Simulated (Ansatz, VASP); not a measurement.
**Mg5Be4ZnTe8Se2 in VASP and in Ansatz**

```
CELL_PARAMETERS angstrom
2.97028 2.99838 5.90325
-2.99783 -2.96923 5.90243
9.25809 -6.27301 2.91631
ATOMIC_POSITIONS crystal
Be 0.39873 0.00533 0.21431
Be 0.30207 0.48865 0.37468
Be 0.80125 0.98816 0.37628
Be 0.89763 0.50488 0.21762
Mg 0.20152 0.99106 0.58033
Mg 0.10025 0.49608 0.79707
Mg 0.60038 0.99825 0.79580
Mg 0.97531 0.99385 0.04055
Mg 0.47749 0.49254 0.03155
Zn 0.71037 0.49698 0.57546
Se 0.74470 0.85896 0.22570
Se 0.25010 0.35771 0.22244
Te 0.60654 0.88127 0.57061
Te 0.50052 0.39705 0.79454
Te 0.99134 0.89415 0.80921
Te 0.38348 0.89508 0.02532
Te 0.67141 0.35987 0.37964
Te 0.17149 0.85656 0.37119
Te 0.09742 0.39134 0.56997
Te 0.88171 0.39494 0.02866
```

Alike in both runs: functional PBE; k mesh 3 × 3 × 2; occupations gaussian, width 0.1 eV; no spin polarisation.

Ansatz relaxed the structure, and its values are those at the end. VASP's run is a single point on that final structure, the one shown.

```csv
,VASP,Ansatz
version,VASP 6.6.1,Ansatz 0.2.0
potentials or method,"VASP PAW PBE potentials, release 64 (Be, Mg, Zn, Se, Te), cutoff 520 eV","scalar-relativistic, plane waves, PAW"
valence electrons in the cell,90,230
```

VASP gave:

- gap on the k mesh at the Fermi level (eV): 1.65
- least direct gap on the mesh (eV): 1.65
- pressure (GPa): 0.0
- rms of the force components (eV/Å): 0.011

Task: What did Ansatz give for the same quantities?

Result: gap on the k mesh at the Fermi level (eV): 1.66; least direct gap on the mesh (eV): 1.66; pressure (GPa): 0.0; rms of the force components (eV/Å): 0.007.

The functional is the same, so the differences come from potentials, cutoffs and numerics. VASP's potentials hold 90 valence electrons a cell and Ansatz's 230, so a difference there can come from the potentials and not from the codes.

Neither program's run includes spin-orbit coupling.
